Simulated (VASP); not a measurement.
Wanted: the native input for a VASP 6.6.1 run.

| Quantity | Value |
| --- | --- |
| Task | single point |
| Functional | PBE |
| Potentials or basis | VASP PAW PBE potentials, release 64 (V_sv, Lu, Ge_d) |
| Cutoff | 520 eV |
| k mesh | 8 × 8 × 5 |
| Occupations | fermi-dirac, width 0.1 eV |
| Spin | no spin polarisation |
| Dipole correction | no |
| Further INCAR settings | ALGO = Normal; EDIFF = 1e-06; NBANDS = 48 |

The structure of LuV2Ge2 lies in POSCAR:

```
LuV2Ge2
1.0
    3.9434250815     -0.0000002764      0.0000000000
   -1.9717123014      3.4151064367      0.0000000000
    0.0000000000      0.0000000000      7.0426157166
V Lu Ge
2 1 2
Direct
    0.3333333333      0.6666666667      0.6099754545
    0.6666666667      0.3333333333      0.3900245455
    0.0000000000      0.0000000000      0.0000000000
    0.3333333333      0.6666666667      0.2467939008
    0.6666666667      0.3333333333      0.7532060992
```

One way to write it, as run:

INCAR

```
PREC     = Accurate       # precision mode
ENCUT    = 520            # plane-wave cutoff, eV
EDIFF    = 1E-6           # SCF threshold, eV
ISMEAR   = -1             # smearing method
SIGMA    = 0.1            # smearing width, eV
LREAL    = F              # projectors in reciprocal space
LASPH    = T              # aspherical terms in the spheres
NELM     = 60             # most SCF steps
ALGO     = Normal         # electronic algorithm
ISIF     = 2              # what is computed and relaxed
LWAVE    = F              # write WAVECAR
LCHARG   = F              # write CHGCAR
GGA      = PE             # functional
NBANDS   = 48             # bands
```

KPOINTS

```
Automatic mesh
0
Gamma
  8 8 5
```

Potentials or basis: VASP PAW PBE potentials, release 64 (V_sv, Lu, Ge_d).

Command:

```bash
$ cat potpaw_PBE.64/V_sv/POTCAR potpaw_PBE.64/Lu/POTCAR potpaw_PBE.64/Ge_d/POTCAR > POTCAR
$ mpirun -np 1 vasp_std > vasp.out
```

It gave:

```json
{
  "Pressure": "0.2 GPa",
  "Largest force": "0.005 eV/Å",
  "Band gap on the k mesh": "zero (an odd number of electrons rules out a gap without spin polarisation)"
}
```

Caveat: spin-orbit coupling is left out, which moves the levels of the heavy elements.

It took 120 s on 1 thread of Intel(R) Xeon(R) 6975P-C (Granite Rapids) (shared host), peak memory 0.33 GiB.
